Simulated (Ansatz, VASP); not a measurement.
One calculation of ZnSe, two programs

POSCAR

```
ZnSe
1.0
    0.0000000000      2.5247558828      3.5700048183
    2.5247558828      0.0000000000      3.5700048183
    2.5247558828      2.5247558828      0.0000000000
Zn Se
1 1
Direct
    0.0000000000      0.0000000000      0.0000000000
    0.7500000000      0.7500000000      0.7500000000
```

File INCAR.step1:

```
PREC = Accurate ; ENCUT = 520
ISMEAR = 0 ; SIGMA = 0.05
LREAL = False ; LASPH = True
NELM = 60 ; NBANDS = 16
GGA = PE ; ALGO = Normal
EDIFF = 1E-4 ; LWAVE = True
LCHARG = False
```

Contents of INCAR.step2:

```
PREC = Accurate ; ENCUT = 520
EDIFF = 1E-7 ; ISMEAR = 0
SIGMA = 0.05 ; LREAL = False
LASPH = True ; NELM = 60
ALGO = Normal ; ISIF = 2
LWAVE = False ; LCHARG = False
METAGGA = R2SCAN ; LMIXTAU = True
NBANDS = 16 ; ISTART = 1
```

The input KPOINTS:

```
Automatic mesh
0
Gamma
  10 10 10
```

Input for Ansatz:

```yaml
crystal:
  lattice:
    - [0.0, 2.5247558828, 3.5700048183]
    - [2.5247558828, 0.0, 3.5700048183]
    - [2.5247558828, 2.5247558828, 0.0]
  atoms:
    - { symbol: Zn, position: [0.0, 0.0, 0.0] }
    - { symbol: Se, position: [0.75, 0.75, 0.75] }
basis:
  ecutwfc: 500
kpoints:
  mp_grid: { grid: [10, 10, 10] }
hamiltonian:
  xc: r2scan
scf:
  occupations: { method: gaussian, width: 0.05 }
output:
  forces: true
  stress: true
  eigenvalues: true
```

Alike in both runs: task single point; functional r2SCAN; k mesh 10 × 10 × 10; occupations gaussian, width 0.05 eV; no spin polarisation.

|  | VASP | Ansatz |
| --- | --- | --- |
| version | VASP 6.6.1 | Ansatz 0.2.0 |
| potentials or method | VASP PAW PBE potentials, release 64 (Zn, Se), cutoff 520 eV | scalar-relativistic, plane waves, PAW |
| valence electrons in the cell | 18 | 28 |

VASP gave:

* gap on the k mesh at the Fermi level (eV): 0.10
* least direct gap on the mesh (eV): 0.16
* pressure (GPa): -1.3
* traceless stress, the component that is largest in VASP (GPa): -15.09

Question: Estimate Ansatz's values.

Answer: gap on the k mesh at the Fermi level (eV): 0.11; least direct gap on the mesh (eV): 0.16; pressure (GPa): -1.4; traceless stress, the component that is largest in VASP (GPa): -15.10.

VASP's potentials were made for PBE, not for r2SCAN. With one functional, cell and mesh, what is left measures potentials, basis and numerics. VASP's potentials hold 18 valence electrons a cell and Ansatz's 28, so a difference there can come from the potentials and not from the codes.
